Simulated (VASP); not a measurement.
Wanted: the native input for a VASP 6.6.1 run.

- Task: single point
- Functional: r2SCAN
- Potentials or basis: VASP PAW PBE potentials, release 64 (Be, Te)
- Cutoff: 520 eV
- k mesh: 8 × 8 × 8
- Occupations: fermi-dirac, width 0.02 eV
- Spin: no spin polarisation
- Dipole correction: no
- Further INCAR settings: ALGO = Normal; EDIFF = 1e-06; NBANDS = 11

The system is BeTe.

```xyz
2
Lattice="0.0000 2.8286 2.8286 2.8286 0.0000 2.8286 2.8286 2.8286 0.0000" Properties=species:S:1:pos:R:3 pbc="T T T"
Be    0.0000    0.0000    0.0000
Te    1.4143    1.4143    1.4143
```

These files were run (other wordings do the same):

POSCAR

```
BeTe
1.0
    0.0000000000      2.8286236282      2.8286236282
    2.8286236282      0.0000000000      2.8286236282
    2.8286236282      2.8286236282      0.0000000000
Be Te
1 1
Direct
    0.0000000000      0.0000000000      0.0000000000
    0.2500000000      0.2500000000      0.2500000000
```

INCAR.step1

```
SYSTEM = BeTe
ALGO = Normal ; EDIFF = 1E-4
ENCUT = 520 ; GGA = PE
ISMEAR = -1 ; LASPH = .True.
LCHARG = .False. ; LREAL = .False.
LWAVE = .True. ; NBANDS = 11
NELM = 100 ; PREC = Accurate
SIGMA = 0.02
```

INCAR.step2

```
SYSTEM = BeTe
ALGO = Normal ; EDIFF = 1E-6
ENCUT = 520 ; ISIF = 2
ISMEAR = -1 ; ISTART = 1
LASPH = .True. ; LCHARG = .True.
LELF = .True. ; LMIXTAU = .True.
LREAL = .False. ; LVHAR = .True.
LWAVE = .False. ; METAGGA = R2SCAN
NBANDS = 11 ; NELM = 100
PREC = Accurate ; SIGMA = 0.02
```

KPOINTS

```
k-points
0
Gamma
  8 8 8
  0 0 0
```

Potentials or basis: VASP PAW PBE potentials, release 64 (Be, Te).

Command:

```console
$ cat potpaw_PBE.64/Be/POTCAR potpaw_PBE.64/Te/POTCAR > POTCAR
$ cp INCAR.step1 INCAR
$ mpirun -np 1 vasp_std > vasp.out
$ cp INCAR.step2 INCAR
$ mpirun -np 1 vasp_std > vasp.out
```

It gave:

| Item | Value |
| --- | --- |
| Pressure | 0.2 GPa |
| Band gap on the k mesh | 2.37 eV (least direct gap 4.03 eV) |

Caveat: the PAW data sets were made with another functional, which shifts forces and pressure a little; spin-orbit coupling is left out, which moves the levels of the heavy elements.

Wall time 26 s on 1 thread of Intel(R) Xeon(R) 6975P-C (Granite Rapids), on a shared host, peak memory 0.17 GiB.
